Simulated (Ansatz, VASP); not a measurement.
# Two plane-wave programs on CO2

INCAR

```
PREC     = Accurate       # precision mode
ENCUT    = 520            # plane-wave cutoff, eV
EDIFF    = 1E-7           # SCF threshold, eV
ISMEAR   = 0              # smearing method
SIGMA    = 0.05           # smearing width, eV
LREAL    = False          # projectors in reciprocal space
LASPH    = True           # aspherical terms in the spheres
NELM     = 60             # most SCF steps
ALGO     = Normal         # electronic algorithm
ISIF     = 2              # what is computed and relaxed
LWAVE    = False          # write WAVECAR
LCHARG   = False          # write CHGCAR
GGA      = PE             # functional
NBANDS   = 44             # bands
```

The input KPOINTS:

```
regular mesh
0
Gamma
  4 4 4
```

The input POSCAR:

```
CO2
1.0
    6.0577362522      0.0000000000     -0.4543302189
    0.0000000000      6.0577362522      0.0000000000
   -0.4543302189      0.0000000000      6.0577362522
C O
4 8
Direct
    0.0000000000      0.0000000000      0.0000000000
    0.5000000000      0.0000000000      0.5000000000
    0.5000000000      0.5000000000      0.0000000000
    0.0000000000      0.5000000000      0.5000000000
    0.1114834447      0.1114834447      0.1114834447
    0.3885165553      0.8885165553      0.6114834447
    0.6114834447      0.3885165553      0.8885165553
    0.8885165553      0.6114834447      0.3885165553
    0.8885165553      0.8885165553      0.8885165553
    0.6114834447      0.1114834447      0.3885165553
    0.3885165553      0.6114834447      0.1114834447
    0.1114834447      0.3885165553      0.6114834447
```

Input for Ansatz:

```yaml
crystal:
  lattice:
    - [6.0577362522, 0.0, -0.4543302189]
    - [0.0, 6.0577362522, 0.0]
    - [-0.4543302189, 0.0, 6.0577362522]
  atoms:
    - { symbol: C, position: [0.0, 0.0, 0.0] }
    - { symbol: C, position: [0.5, 0.0, 0.5] }
    - { symbol: C, position: [0.5, 0.5, 0.0] }
    - { symbol: C, position: [0.0, 0.5, 0.5] }
    - { symbol: O, position: [0.1114834447, 0.1114834447, 0.1114834447] }
    - { symbol: O, position: [0.3885165553, 0.8885165553, 0.6114834447] }
    - { symbol: O, position: [0.6114834447, 0.3885165553, 0.8885165553] }
    - { symbol: O, position: [0.8885165553, 0.6114834447, 0.3885165553] }
    - { symbol: O, position: [0.8885165553, 0.8885165553, 0.8885165553] }
    - { symbol: O, position: [0.6114834447, 0.1114834447, 0.3885165553] }
    - { symbol: O, position: [0.3885165553, 0.6114834447, 0.1114834447] }
    - { symbol: O, position: [0.1114834447, 0.3885165553, 0.6114834447] }
basis:
  ecutwfc: 520.0
kpoints:
  mp_grid: { grid: [4, 4, 4] }
hamiltonian:
  xc: pbe
scf:
  occupations: { method: gaussian, width: 0.05 }
output:
  forces: true
  stress: true
  eigenvalues: true
  write_density: true
  write_potential: true
  elf: true
  volumetric_format: npy
```

Change from the starting cell: engineering shear strain xz -0.1500, normal strain along z +0.0000.

Alike in both runs: task single point; functional PBE; k mesh 4 × 4 × 4; occupations gaussian, width 0.05 eV; no spin polarisation.

|  | VASP | Ansatz |
| --- | --- | --- |
| version | VASP 6.6.1 | Ansatz 0.2.0 |
| potentials or method | VASP PAW PBE potentials, release 64 (C, O), cutoff 520 eV | scalar-relativistic, plane waves, PAW |
| valence electrons in the cell | 64 | 64 |

VASP gave:

- gap on the k mesh at the Fermi level (eV): 6.48
- least direct gap on the mesh (eV): 6.48
- pressure (GPa): 3.3
- traceless stress, the component that is largest in VASP (GPa): 14.24
- rms of the force components (eV/Å): 3.112

Which values does Ansatz return?

gap on the k mesh at the Fermi level (eV): 6.50; least direct gap on the mesh (eV): 6.50; pressure (GPa): 1.9; traceless stress, the component that is largest in VASP (GPa): 13.78; rms of the force components (eV/Å): 2.910.

Atom by atom the forces differ by 0.356 eV/Å (rms over components). The functional is the same, so the differences come from potentials, cutoffs and numerics.

Noted on VASP's run: the standard files for N, O and F lose accuracy on very short bonds.
